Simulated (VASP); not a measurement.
# Co in VASP: further runs

Runs on Co. Level: PBE. Tasks: single point.

Program: VASP 6.6.1. These are calculated values, not measurements. Logs are shortened: lines on timing, memory, paths and dates and some standing lists are left out, and cuts for length are marked.

### 1 The cell of the first run

Symmetry: Fd-3m, No. 227, cubic system. The conventional cell has a = 6.561 Å, b = 6.561 Å, c = 6.561 Å, α = 90.00°, β = 90.00°, γ = 90.00°. Within 3.1 Å of Co (site symmetry -3m) lie 12 Co at 2.32 to 2.72 Å. Within 3.6 Å of Co (site symmetry -43m) lie 16 Co at 2.72 to 2.84 Å.

This isn't the form of Co at room conditions, which is hcp.

### 2 Single point, PBE, collinear spin, ferromagnetic start

INCAR

```
  ALGO = Normal
  EDIFF = 1E-6
  ENCUT = 690
  GGA = PE
  GGA_COMPAT = False
  ISIF = 2
  ISMEAR = -1
  ISPIN = 2
  LASPH = True
  LCHARG = False
  LMAXMIX = 4
  LORBIT = 11
  LREAL = False
  LWAVE = False
  MAGMOM = 2 2 2 2 2 2
  NBANDS = 64
  NELM = 200
  PREC = Accurate
  SIGMA = 0.05
```

KPOINTS

```
k-points
0
Gamma
  7 7 7
```

POSCAR

```
Co
1.0
    0.0000000000      3.2804735010      3.2804735010
    3.2804735010      0.0000000000      3.2804735010
    3.2804735010      3.2804735010      0.0000000000
Co
6
Direct
    0.1250000000      0.1250000000      0.1250000000
    0.6250000000      0.1250000000      0.1250000000
    0.1250000000      0.6250000000      0.1250000000
    0.1250000000      0.1250000000      0.6250000000
    0.5000000000      0.5000000000      0.5000000000
    0.7500000000      0.7500000000      0.7500000000
```

Potentials or basis: VASP PAW PBE potentials, release 64 (Co_sv).

Run with:

```bash
$ cat potpaw_PBE.64/Co_sv/POTCAR > POTCAR
$ mpirun -np 1 vasp_std > vasp.out
```

OUTCAR:

```text
EDIFF = 1E-6
   ENCUT = 690
   GGA = PE
   ISIF = 2
   ISMEAR = -1
   ISPIN = 2
   LASPH = True
   LORBIT = 11
   LREAL = False
   NELM = 200
   PREC = Accurate

 ion  position               nearest neighbor table
   1  0.125  0.125  0.125-   2 2.32   3 2.32   4 2.32   4 2.32   3 2.32   2 2.32
   2  0.625  0.125  0.125-   1 2.32   4 2.32   3 2.32   1 2.32   3 2.32   4 2.32
   3  0.125  0.625  0.125-   1 2.32   4 2.32   1 2.32   2 2.32   4 2.32   2 2.32
   4  0.125  0.125  0.625-   1 2.32   1 2.32   2 2.32   3 2.32   3 2.32   2 2.32
   5  0.500  0.500  0.500-
   6  0.750  0.750  0.750-

  LATTYP: Found a face centered cubic cell.
 ALAT       =     6.5609470020

  Lattice vectors:

 A1 = (   0.0000000000,   3.2804735010,   3.2804735010)
 A2 = (   3.2804735010,   0.0000000000,   3.2804735010)
 A3 = (   3.2804735010,   3.2804735010,   0.0000000000)

Analysis of symmetry for initial positions (statically):
=====================================================================
 Subroutine PRICEL returns:
 Original cell was already a primitive cell.

 Routine SETGRP: Setting up the symmetry group for a
 face centered cubic supercell.

 Subroutine GETGRP returns: Found 48 space group operations
 (whereof 24 operations were pure point group operations)
 out of a pool of 48 trial point group operations.

The static configuration has the point symmetry T_d .
 The point group associated with its full space group is O_h .

Analysis of symmetry for dynamics (positions and initial velocities):
=====================================================================
 Subroutine PRICEL returns:
 Original cell was already a primitive cell.

 Routine SETGRP: Setting up the symmetry group for a
 face centered cubic supercell.

 Subroutine GETGRP returns: Found 48 space group operations
 (whereof 24 operations were pure point group operations)
 out of a pool of 48 trial point group operations.

The dynamic configuration has the point symmetry T_d .
 The point group associated with its full space group is O_h .

Analysis of structural, dynamic, and magnetic symmetry:
=====================================================================
 Subroutine PRICEL returns:
 Original cell was already a primitive cell.

 Routine SETGRP: Setting up the symmetry group for a
 face centered cubic supercell.

 Subroutine GETGRP returns: Found 48 space group operations
 (whereof 24 operations were pure point group operations)
 out of a pool of 48 trial point group operations.

The overall configuration has the point symmetry T_d .
 The point group associated with its full space group is O_h .

 Subroutine INISYM returns: Found 48 space group operations
 (whereof 24 operations are pure point group operations),
 and found     1 'primitive' translations

----------------------------------------------------------------------------------------

                                     Primitive cell

  volume of cell :      70.6057

  direct lattice vectors                    reciprocal lattice vectors
     0.000000000  3.280473501  3.280473501    -0.152417021  0.152417021  0.152417021
     3.280473501  0.000000000  3.280473501     0.152417021 -0.152417021  0.152417021
     3.280473501  3.280473501  0.000000000     0.152417021  0.152417021 -0.152417021

  length of vectors
     4.639290116  4.639290116  4.639290116     0.263994025  0.263994025  0.263994025

  position of ions in fractional coordinates (direct lattice)
     0.125000000  0.125000000  0.125000000
     0.625000000  0.125000000  0.125000000
     0.125000000  0.625000000  0.125000000
     0.125000000  0.125000000  0.625000000
     0.500000000  0.500000000  0.500000000
     0.750000000  0.750000000  0.750000000

  ion indices of the primitive-cell ions
   primitive index   ion index
                 1           1
                 2           2
                 3           3
                 4           4
                 5           5
                 6           6

----------------------------------------------------------------------------------------

 KPOINTS: k-points

Automatic generation of k-mesh.
 Grid dimensions read from file:
 generate k-points for:    7    7    7

 Generating k-lattice:

  Cartesian coordinates                     Fractional coordinates (reciprocal lattice)
    -0.021773860  0.021773860  0.021773860     0.142857143  0.000000000  0.000000000
     0.021773860 -0.021773860  0.021773860     0.000000000  0.142857143  0.000000000
     0.021773860  0.021773860 -0.021773860     0.000000000  0.000000000  0.142857143

  Length of vectors
     0.037713432  0.037713432  0.037713432

  Shift w.r.t. Gamma in fractional coordinates (k-lattice)
     0.000000000  0.000000000  0.000000000

 Subroutine IBZKPT returns following result:
 ===========================================

 Found     20 irreducible k-points:

 Following reciprocal coordinates:
            Coordinates               Weight
  0.000000  0.000000  0.000000      1.000000
  0.142857  0.000000  0.000000      8.000000
  0.285714  0.000000  0.000000      8.000000
  0.428571  0.000000  0.000000      8.000000
  0.142857  0.142857  0.000000      6.000000
  0.285714  0.142857  0.000000     24.000000
[... 12 lines left out ...]
 -0.428571  0.428571  0.142857     24.000000
 -0.285714  0.428571  0.142857     24.000000
   k-points           NKPTS =     20   k-points in BZ     NKDIM =     20   number of bands    NBANDS=     64
   number of dos      NEDOS =    301   number of ions     NIONS =      6
   total plane-waves  NPLWV =  64000
   dimension x,y,z NGX =    40 NGY =   40 NGZ =   40
   dimension x,y,z NGXF=    80 NGYF=   80 NGZF=   80
   ions per type =               6
   NGX,Y,Z   is equivalent  to a cutoff of  14.33, 14.33, 14.33 a.u.
   NGXF,Y,Z  is equivalent  to a cutoff of  28.67, 28.67, 28.67 a.u.
 SYSTEM =  unknown system
   PREC   = accura    normal or accurate (medium, high low for compatibility)
   ISTART =      0    job   : 0-new  1-cont  2-samecut
   ICHARG =      2    charge: 1-file 2-atom 10-const
   ISPIN  =      2    spin polarized calculation?
   LNONCOLLINEAR =      F non collinear calculations
   LSORBIT =      F    spin-orbit coupling
   LASPH  =      T    aspherical Exc in radial PAW
   ENCUT  =  690.0 eV  50.71 Ry    7.12 a.u.   9.94  9.94  9.94*2*pi/ulx,y,z
   NELM   =    200;   NELMIN=  2; NELMDL= -5     # of ELM steps
   EDIFF  = 0.1E-05   stopping-criterion for ELM
   LREAL  =      F    real-space projection
   EDIFFG = 0.1E-04   stopping-criterion for IOM
   NSW    =      0    number of steps for IOM
   IBRION =     -1    ionic relax: 0-MD 1-quasi-New 2-CG
   NFREE  =      0    steps in history (QN), initial steepest desc. (CG)
   ISIF   =      2    stress and relaxation
   ISYM   =      2    0-nonsym 1-usesym 2-fastsym
   POTIM  = 0.5000    time-step for ionic-motion
   TEBEG  =    0.0;   TEEND  =   0.0 temperature during run
   PSTRESS=    0.0 pullay stress
   NELECT =     102.0000    total number of electrons
   NUPDOWN=      -1.0000    fix difference up-down
   EMIN   =  10.00;   EMAX   =-10.00  energy-range for DOS
   EFERMI =   0.00;   METHOD = LEGACY
   ISMEAR =    -1;   SIGMA  =   0.05  broadening in eV -4-tet -1-fermi 0-gaus
   EFERMI_NEDOS =   21; number of points for ismear=-14 and -15
   IALGO  =     38    algorithm
   IMIX   =      4    mixing-type and parameters
     AMIX     =   0.40;   BMIX     =  1.00
     AMIX_MAG =   1.60;   BMIX_MAG =  1.00
  volume/ion in A,a.u.               =      11.77        79.41
  Fermi-wavevector in a.u.,A,eV,Ry     =   1.850667  3.497254 46.599539  3.424970
  Thomas-Fermi vector in A             =   2.900802
   LORBIT       =     11    0 simple, 1 ext, 2 COOP (PROOUT), +10 PAW based schemes
   GGA     = PE    functional components
   LHFCALC =     F    Hartree Fock is set to
   AEXX    =    0.0000 exact exchange contribution
   IVDW    =     0    specifies the selected vdW correction
   LEPSILON=     F    determine dielectric tensor
   LRPA    =     F    only Hartree local field effects (RPA)
 spin polarized calculation
  energy-cutoff  :      690.00
  volume of cell :       70.61
 maximum number of plane-waves:      2922
   NGX = 19   NGY = 19   NGZ = 19

 number of electron     102.0000012 magnetization       9.9423857

 number of electron     102.0000013 magnetization      10.2677188

 Free energy of the ion-electron system (eV)
  ---------------------------------------------------
  ext. energy  EPLUGINS =         0.00000000
  ---------------------------------------------------
  free energy    TOTEN  =       -41.52032138 eV

  energy without entropy =      -41.45512599  energy(sigma->0) =      -41.48772369

 E-fermi :  11.1158     XC(G=0): -13.3611

 val. band max:       11.0919590099   @ k =   0.4286   0.2857   0.0000
 cond. band min:      11.1175393856   @ k =   0.4286   0.4286   0.0000
 fundamental gap:      0.0255803758
 Fermi energy:        11.1158330324

 spin component 1

 k-point     1 :       0.0000    0.0000    0.0000
  band No.  band energies     occupation
      1     -85.4231      1.00000
      2     -85.3368      1.00000
      3     -85.3368      1.00000
      4     -85.3368      1.00000
      5     -85.1332      1.00000
      6     -85.1282      1.00000
[... 55 lines left out ...]
     62      17.1310      0.00000
     63      17.6054      0.00000

 k-point     2 :       0.1429    0.0000    0.0000
  band No.  band energies     occupation
      1     -85.4199      1.00000
      2     -85.3400      1.00000
      3     -85.3368      1.00000
      4     -85.3368      1.00000
      5     -85.1331      1.00000
      6     -85.1284      1.00000
[... 1177 lines left out ...]
     62      19.9672      0.00000
     63      21.4671      0.00000

 k-point    20 :      -0.2857    0.4286    0.1429
  band No.  band energies     occupation
      1     -85.3858      1.00000
      2     -85.3739      1.00000
      3     -85.3369      1.00000
      4     -85.3368      1.00000
      5     -85.1313      1.00000
      6     -85.1305      1.00000
[... 55 lines left out ...]
     62      17.9776      0.00000
     63      21.3146      0.00000
 Fermi energy:        11.1158330324

 spin component 2

 k-point     1 :       0.0000    0.0000    0.0000
  band No.  band energies     occupation
      1     -83.2667      1.00000
      2     -83.1742      1.00000
      3     -83.1742      1.00000
      4     -83.1742      1.00000
      5     -82.9137      1.00000
      6     -82.9081      1.00000
[... 55 lines left out ...]
     62      17.9186      0.00000
     63      18.4338      0.00000

 k-point     2 :       0.1429    0.0000    0.0000
  band No.  band energies     occupation
      1     -83.2633      1.00000
      2     -83.1776      1.00000
      3     -83.1742      1.00000
      4     -83.1742      1.00000
      5     -82.9135      1.00000
      6     -82.9083      1.00000
[... 1177 lines left out ...]
     62      20.5376      0.00000
     63      21.9126      0.00000

 k-point    20 :      -0.2857    0.4286    0.1429
  band No.  band energies     occupation
      1     -83.2267      1.00000
      2     -83.2140      1.00000
      3     -83.1743      1.00000
      4     -83.1742      1.00000
      5     -82.9115      1.00000
      6     -82.9107      1.00000
[... 55 lines left out ...]
     62      18.6917      0.00000
     63      21.7802      0.00000
 [bands above 63 left out]

------------------------ aborting loop because EDIFF is reached ----------------------------------------

  FORCE on cell =-STRESS in cart. coord.  units (eV):
  Direction    XX          YY          ZZ          XY          YZ          ZX
  --------------------------------------------------------------------------------------
  -------------------------------------------------------------------------------------
  Total       -2.5080447     -2.5080447     -2.5080447      0.0000000     -0.0000000      0.0000000
  in kB      -56.9123147    -56.9123147    -56.9123147      0.0000000     -0.0000000      0.0000000
  external PRESSURE =     -56.9123147 kB  Pullay stress =       0.0000000 kB

 VOLUME and BASIS-vectors are now :
 -----------------------------------------------------------------------------
  energy-cutoff  :      690.00
  volume of cell :       70.61
      direct lattice vectors                 reciprocal lattice vectors
     0.000000000  3.280473501  3.280473501    -0.152417021  0.152417021  0.152417021
     3.280473501  0.000000000  3.280473501     0.152417021 -0.152417021  0.152417021
     3.280473501  3.280473501  0.000000000     0.152417021  0.152417021 -0.152417021

 POSITION                                       TOTAL-FORCE (eV/Angst)
 -----------------------------------------------------------------------------------
      0.82012      0.82012      0.82012        -0.000000     -0.000000     -0.000000
      0.82012      2.46036      2.46036        -0.000000     -0.000000     -0.000000
      2.46036      0.82012      2.46036        -0.000000     -0.000000     -0.000000
      2.46036      2.46036      0.82012        -0.000000     -0.000000     -0.000000
      3.28047      3.28047      3.28047         0.000000      0.000000     -0.000000
      4.92071      4.92071      4.92071         0.000000      0.000000      0.000000
 -----------------------------------------------------------------------------------
    total drift:                                0.000000     -0.000000      0.000000

  FREE ENERGIE OF THE ION-ELECTRON SYSTEM (eV)
  ---------------------------------------------------
  free  energy   TOTEN  =       -41.5203213850 eV

  energy  without entropy=      -41.4551259870  energy(sigma->0) =      -41.48772369

 total charge

# of ion       s       p       d       tot
------------------------------------------
    1        2.263   6.126   6.696  15.085
    2        2.263   6.126   6.696  15.085
    3        2.263   6.126   6.696  15.085
    4        2.263   6.126   6.696  15.085
    5        2.190   6.073   6.668  14.931
    6        2.190   6.073   6.668  14.931
--------------------------------------------------
tot         13.432  36.650  40.119  90.200

 magnetization (x)

# of ion       s       p       d       tot
------------------------------------------
    1       -0.001  -0.015   1.772   1.756
    2       -0.001  -0.015   1.772   1.756
    3       -0.001  -0.015   1.772   1.756
    4       -0.001  -0.015   1.772   1.756
    5       -0.002  -0.010   1.842   1.831
    6       -0.002  -0.010   1.842   1.831
--------------------------------------------------
tot         -0.008  -0.078  10.773  10.687
```

Run time: 8.5 min. Hardware: 1 thread of Intel Xeon Platinum 8175M at 2.50GHz (Skylake/Cascade Lake), shared host; peak memory 0.38 GiB.

Results:

```
Free energy                                           : -41.5203 eV
Pressure                                              : -5.7 GPa
Net moment                                            : 10.27 μB per cell
Site moments                                          : Co +1.76, +1.83 (each value once) μB
Valence electrons inside the program's atomic spheres : Co 15.09, 14.93 (each value once)
```

Caveat: the cell stands under tension.

(Continued in part 2 of 2.)
